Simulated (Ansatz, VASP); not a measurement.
## Pb in VASP and in Ansatz

File INCAR:

```
SYSTEM = Pb
ALGO     = Normal         ! electronic algorithm
EDIFF    = 1E-7           ! SCF threshold, eV
ENCUT    = 520            ! plane-wave cutoff, eV
GGA      = PE             ! functional
ISIF     = 2              ! what is computed and relaxed
ISMEAR   = 0              ! smearing method
LASPH    = .True.         ! aspherical terms in the spheres
LCHARG   = .False.        ! write CHGCAR
LREAL    = .False.        ! projectors in reciprocal space
LWAVE    = .False.        ! write WAVECAR
NBANDS   = 13             ! bands
NELM     = 60             ! most SCF steps
PREC     = Accurate       ! precision mode
SIGMA    = 0.024          ! smearing width, eV
```

File KPOINTS:

```
k-points
0
Gamma
  9 9 9
  0 0 0
```

POSCAR

```
Pb
1.0
    0.0000000000      2.4750200000      2.4750200000
    2.4750200000      0.0000000000      2.4750200000
    2.4750200000      2.4750200000      0.0000000000
Pb
1
Direct
    0.0000000000      0.0000000000      0.0000000000
```

File input.yaml:

```yaml
crystal:
  lattice:
    - [0.0, 2.47502, 2.47502]
    - [2.47502, 0.0, 2.47502]
    - [2.47502, 2.47502, 0.0]
  atoms:
    - { symbol: Pb, position: [0.0, 0.0, 0.0] }
kpoints:
  mp_grid: { grid: [9, 9, 9] }
scf:
  occupations: { method: gaussian, width: 0.024 }
hamiltonian:
  xc: pbe
  pseudopotentials: { kind: all_electron, lapw: { basis_error: 0.001 } }
output:
  forces: true
  stress: true
  eigenvalues: true
```

Alike in both runs: task single point; functional PBE; k mesh 9 × 9 × 9; occupations gaussian, width 0.024 eV; no spin polarisation.

```csv
,VASP,Ansatz
version,VASP 6.6.1,Ansatz 0.2.0
potentials or method,"VASP PAW PBE potentials, release 64 (Pb_d), cutoff 520 eV","all-electron LAPW, scalar-relativistic"
```

Ansatz gave:

* gap on the k mesh at the Fermi level (eV): none
* pressure (GPa): 2.3

Problem. Estimate VASP's values.

Solution. gap on the k mesh at the Fermi level (eV): none; pressure (GPa): 2.2.

A gap of «none» marks a metal or a gap that the smearing closes. Ansatz ran all-electron here, and VASP with PAW potentials.

Neither program's run includes spin-orbit coupling.
